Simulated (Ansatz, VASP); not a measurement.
# Two plane-wave programs on Al

```
Al
1.0
    -1.61887    1.61887    1.61887
     1.61887   -1.61887    1.61887
     1.61887    1.61887   -1.61887
Al
1
Direct
  0.00000 0.00000 0.00000
```

Alike in both runs: task single point; functional PBE; k mesh 15 × 15 × 15; occupations fermi-dirac, width 0.1 eV; no spin polarisation.

|  | VASP | Ansatz |
| --- | --- | --- |
| version | VASP 6.6.1 | Ansatz 0.2.0 |
| potentials or method | VASP PAW PBE potentials, release 64 (Al), cutoff 520 eV | plane waves (420 eV) with PAW, scalar-relativistic |
| valence electrons in the cell | 3 | 3 |

```tsv
	VASP	Ansatz	Ansatz less VASP
pressure (GPa)	-0.2	-0.2	+0.02
```
